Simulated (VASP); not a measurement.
# SiO2 (P4_2/mnm) in VASP: further runs, part 2 of 2

VASP 6.6.1.

### Step 3. Relaxation of cell and atoms, PBE

This run uses another cell than the first one, of 7.75 Å³/atom.

File INCAR:

```
ALGO = Normal
EDIFF = 1E-7
EDIFFG = -0.02
ENCUT = 600
GGA = PE
IBRION = 2
ISIF = 3
ISMEAR = 1
LASPH = True
LCHARG = False
LREAL = False
LWAVE = False
NELM = 60
NSW = 60
PREC = Accurate
SIGMA = 0.02
```

File KPOINTS:

```
k-points
0
Gamma
  6 6 8
```

File POSCAR:

```
SiO2
1.0
    4.1773000000      0.0000000000      0.0000000000
    0.0000000000      4.1773000000      0.0000000000
    0.0000000000      0.0000000000      2.6652000000
Si O
2 4
Direct
    0.0000000000      0.0000000000      0.0000000000
    0.5000000000      0.5000000000      0.5000000000
    0.3059000000      0.3059000000      0.0000000000
    0.1941000000      0.8059000000      0.5000000000
    0.6941000000      0.6941000000      0.0000000000
    0.8059000000      0.1941000000      0.5000000000
```

Potentials or basis: VASP PAW PBE potentials, release 64 (Si, O).

Launch:

```bash
> cat potpaw_PBE.64/Si/POTCAR potpaw_PBE.64/O/POTCAR > POTCAR
> mpirun -np 1 vasp_std > vasp.out
```

OUTCAR:

```text
EDIFF = 1E-7
   EDIFFG = -0.02
   ENCUT = 600
   GGA = PE
   IBRION = 2
   ISIF = 3
   ISMEAR = 1
   LASPH = True
   LREAL = False
   NELM = 60
   NSW = 60
   PREC = Accurate

 ion  position               nearest neighbor table
   1  0.000  0.000  0.000-   4 1.76   6 1.76   4 1.76   6 1.76   5 1.81   3 1.81
   2  0.500  0.500  0.500-   3 1.76   5 1.76   3 1.76   5 1.76   4 1.81   6 1.81
   3  0.306  0.306  0.000-   2 1.76   2 1.76   1 1.81
   4  0.194  0.806  0.500-   1 1.76   1 1.76   2 1.81
   5  0.694  0.694  0.000-   2 1.76   2 1.76   1 1.81
   6  0.806  0.194  0.500-   1 1.76   1 1.76   2 1.81

  LATTYP: Found a simple tetragonal cell.
 ALAT       =     4.1773000000
 C/A-ratio  =     0.6380197735

  Lattice vectors:

 A1 = (   4.1773000000,   0.0000000000,   0.0000000000)
 A2 = (   0.0000000000,   4.1773000000,   0.0000000000)
 A3 = (   0.0000000000,   0.0000000000,   2.6652000000)

Analysis of symmetry for initial positions (statically):
=====================================================================
 Subroutine PRICEL returns:
 Original cell was already a primitive cell.

 Routine SETGRP: Setting up the symmetry group for a
 simple tetragonal supercell.

 Subroutine GETGRP returns: Found 16 space group operations
 (whereof  8 operations were pure point group operations)
 out of a pool of 16 trial point group operations.

The static configuration has the point symmetry D_2h.
 The point group associated with its full space group is D_4h.

Analysis of symmetry for dynamics (positions and initial velocities):
=====================================================================
 Subroutine PRICEL returns:
 Original cell was already a primitive cell.

 Routine SETGRP: Setting up the symmetry group for a
 simple tetragonal supercell.

 Subroutine GETGRP returns: Found 16 space group operations
 (whereof  8 operations were pure point group operations)
 out of a pool of 16 trial point group operations.

The dynamic configuration has the point symmetry D_2h.
 The point group associated with its full space group is D_4h.

 Subroutine INISYM returns: Found 16 space group operations
 (whereof  8 operations are pure point group operations),
 and found     1 'primitive' translations

----------------------------------------------------------------------------------------

                                     Primitive cell

  volume of cell :      46.5073

  direct lattice vectors                    reciprocal lattice vectors
     4.177300000  0.000000000  0.000000000     0.239389079  0.000000000  0.000000000
     0.000000000  4.177300000  0.000000000     0.000000000  0.239389079  0.000000000
     0.000000000  0.000000000  2.665200000     0.000000000  0.000000000  0.375206363

  length of vectors
     4.177300000  4.177300000  2.665200000     0.239389079  0.239389079  0.375206363

  position of ions in fractional coordinates (direct lattice)
     0.000000000  0.000000000  0.000000000
     0.500000000  0.500000000  0.500000000
     0.305900000  0.305900000  0.000000000
     0.194100000  0.805900000  0.500000000
[... 37 lines left out ...]

 Following reciprocal coordinates:
            Coordinates               Weight
  0.000000  0.000000  0.000000      1.000000
  0.166667  0.000000  0.000000      4.000000
  0.333333  0.000000  0.000000      4.000000
  0.500000  0.000000  0.000000      2.000000
  0.166667  0.166667  0.000000      4.000000
  0.333333  0.166667  0.000000      8.000000
[... 16 lines left out ...]
  0.333333  0.000000  0.250000      8.000000
  0.500000  0.000000  0.250000      4.000000
 [... further k-points ...]
   k-points           NKPTS =     50   k-points in BZ     NKDIM =     50   number of bands    NBANDS=     20
   number of dos      NEDOS =    301   number of ions     NIONS =      6
   total plane-waves  NPLWV =  31104
   dimension x,y,z NGX =    36 NGY =   36 NGZ =   24
   dimension x,y,z NGXF=    72 NGYF=   72 NGZF=   48
   ions per type =               2   4
   NGX,Y,Z   is equivalent  to a cutoff of  14.33, 14.33, 14.97 a.u.
   NGXF,Y,Z  is equivalent  to a cutoff of  28.65, 28.65, 29.94 a.u.
 SYSTEM =  unknown system
   PREC   = accura    normal or accurate (medium, high low for compatibility)
   ISTART =      0    job   : 0-new  1-cont  2-samecut
   ICHARG =      2    charge: 1-file 2-atom 10-const
   ISPIN  =      1    spin polarized calculation?
   LNONCOLLINEAR =      F non collinear calculations
   LSORBIT =      F    spin-orbit coupling
   LASPH  =      T    aspherical Exc in radial PAW
   ENCUT  =  600.0 eV  44.10 Ry    6.64 a.u.   8.34  8.34  5.32*2*pi/ulx,y,z
   NELM   =     60;   NELMIN=  2; NELMDL= -5     # of ELM steps
   EDIFF  = 0.1E-06   stopping-criterion for ELM
   LREAL  =      F    real-space projection
   EDIFFG = -.2E-01   stopping-criterion for IOM
   NSW    =     60    number of steps for IOM
   IBRION =      2    ionic relax: 0-MD 1-quasi-New 2-CG
   NFREE  =      1    steps in history (QN), initial steepest desc. (CG)
   ISIF   =      3    stress and relaxation
   ISYM   =      2    0-nonsym 1-usesym 2-fastsym
   POTIM  = 0.5000    time-step for ionic-motion
   TEBEG  =    0.0;   TEEND  =   0.0 temperature during run
   PSTRESS=    0.0 pullay stress
   NELECT =      32.0000    total number of electrons
   NUPDOWN=      -1.0000    fix difference up-down
   EMIN   =  10.00;   EMAX   =-10.00  energy-range for DOS
   EFERMI =   0.00;   METHOD = LEGACY
   ISMEAR =     1;   SIGMA  =   0.02  broadening in eV -4-tet -1-fermi 0-gaus
   EFERMI_NEDOS =   21; number of points for ismear=-14 and -15
   IALGO  =     38    algorithm
   IMIX   =      4    mixing-type and parameters
     AMIX     =   0.40;   BMIX     =  1.00
     AMIX_MAG =   1.60;   BMIX_MAG =  1.00
  volume/ion in A,a.u.               =       7.75        52.31
  Fermi-wavevector in a.u.,A,eV,Ry     =   1.445277  2.731178 28.420200  2.088826
  Thomas-Fermi vector in A             =   2.563477
   LORBIT       =      0    0 simple, 1 ext, 2 COOP (PROOUT), +10 PAW based schemes
   GGA     = PE    functional components
   LHFCALC =     F    Hartree Fock is set to
   AEXX    =    0.0000 exact exchange contribution
   IVDW    =     0    specifies the selected vdW correction
   LEPSILON=     F    determine dielectric tensor
   LRPA    =     F    only Hartree local field effects (RPA)
 conjugate gradient relaxation of ions
 non-spin polarized calculation
 Methfessel and Paxton  Order N= 1 SIGMA  =   0.02
  energy-cutoff  :      600.00
  volume of cell :       46.51
 maximum number of plane-waves:      1580
 NGX is ok and might be reduce to    36
   NGX = 17   NGY = 17   NGZ = 11

--------------------------------------- Ionic step        1  -------------------------------------------

 number of electron      32.0000002 magnetization

 Free energy of the ion-electron system (eV)
  ---------------------------------------------------
  ext. energy  EPLUGINS =         0.00000000
  ---------------------------------------------------
  free energy    TOTEN  =       -46.26938860 eV

  energy without entropy =      -46.26938860  energy(sigma->0) =      -46.26938860

------------------------ aborting loop because EDIFF is reached ----------------------------------------

  FORCE on cell =-STRESS in cart. coord.  units (eV):
  Direction    XX          YY          ZZ          XY          YZ          ZX
  --------------------------------------------------------------------------------------
  -------------------------------------------------------------------------------------
  Total        2.9775438      2.9775438      3.5878983     -0.0000000      0.0000000      0.0000000
  in kB      102.5764350    102.5764350    123.6031586     -0.0000000      0.0000000      0.0000000
  external PRESSURE =     109.5853428 kB  Pullay stress =       0.0000000 kB
[... 227 lines left out ...]
--------------------------------------- Ionic step        7  -------------------------------------------

 number of electron      32.0000007 magnetization

 Free energy of the ion-electron system (eV)
  ---------------------------------------------------
  ext. energy  EPLUGINS =         0.00000000
  ---------------------------------------------------
  free energy    TOTEN  =       -46.32429044 eV

  energy without entropy =      -46.32429044  energy(sigma->0) =      -46.32429044

 E-fermi :   7.8814     XC(G=0): -12.0866

 val. band max:        7.7504688201   @ k =   0.0000   0.0000   0.0000
 cond. band min:      12.7765567321   @ k =   0.0000   0.0000   0.0000
 fundamental gap:      5.0260879119
 Fermi energy:         7.8813712734

 k-point     1 :       0.0000    0.0000    0.0000
  band No.  band energies     occupation
      1     -14.4697      2.00000
      2     -11.0052      2.00000
      3     -11.0052      2.00000
      4     -10.8299      2.00000
      5      -2.8789      2.00000
      6       1.5141      2.00000
[... 541 lines left out ...]
     19      17.9913      0.00000
     20      17.9913      0.00000

 [... further k-points ...]
[... 5 lines left out ...]
  --------------------------------------------------------------------------------------
  -------------------------------------------------------------------------------------
  Total       -0.0210709     -0.0210709     -0.0472874      0.0000000      0.0000000      0.0000000
  in kB       -0.6999994     -0.6999994     -1.5709426      0.0000000      0.0000000      0.0000000
  external PRESSURE =      -0.9903138 kB  Pullay stress =       0.0000000 kB
[... 21 lines left out ...]
  FREE ENERGIE OF THE ION-ELECTRON SYSTEM (eV)
  ---------------------------------------------------
  free  energy   TOTEN  =       -46.3242904425 eV

  energy  without entropy=      -46.3242904425  energy(sigma->0) =      -46.32429044

 reached required accuracy - stopping structural energy minimisation
```

Wall time 4.8 min (1 thread of Intel Xeon 8259CL, shared host); peak memory 0.2 GiB.

Results:

```yaml
Free_energy: -46.3243 eV
Relaxed_volume: 8.04 Å³/atom
Relaxed_cell: a = 4.232 Å, b = 4.232 Å, c = 2.693 Å, α = 90.00°, β = 90.00°, γ = 90.00°
Space_group_after_relaxing_to_0.1_Å: P4_2/mnm (No. 136)
Energy_gained_by_relaxing: 9.2 meV/atom
Ionic_steps: 7
Pressure_after_relaxing: -0.1 GPa
Band_gap_on_the_k_mesh: 5.03 eV
```

Forces on the atoms (eV/Å):
```
Si   0.000  0.000  0.000
Si   0.000  0.000  0.000
O    0.002  0.002  0.000
O   -0.002  0.002  0.000
O   -0.002 -0.002  0.000
O    0.002 -0.002  0.000
```

Stress tensor (GPa, compression positive):
```
-0.07  0.00  0.00
 0.00 -0.07  0.00
 0.00  0.00 -0.16
```

Step by step:
| step | energy change (eV) | largest force (eV/Å) | pressure (GPa) | volume (Å³) |
| --- | --- | --- | --- | --- |
| 1 | 0.0000 | 0.0982 | 10.96 | 46.51 |
| 2 | 0.0335 | 0.4642 | -11.90 | 50.17 |
| 3 | -0.0520 | 0.1697 | 0.08 | 48.07 |
| 4 | -0.0520 | 0.1648 | 0.28 | 48.03 |
| 5 | -0.0545 | 0.0194 | 0.16 | 48.16 |
| 6 | -0.0545 | 0.0192 | 0.15 | 48.16 |
| 7 | -0.0549 | 0.0025 | -0.10 | 48.23 |

Final structure:
```xyz
6
Lattice="4.2316 0.0000 0.0000 0.0000 4.2316 0.0000 0.0000 0.0000 2.6933" Properties=species:S:1:pos:R:3 pbc="T T T"
Si    4.2316    4.2316    2.6933
Si    2.1158    2.1158    1.3467
O     1.2980    1.2980    0.0000
O     0.8177    3.4138    1.3467
O     2.9335    2.9335    2.6933
O     3.4138    0.8177    1.3467
```
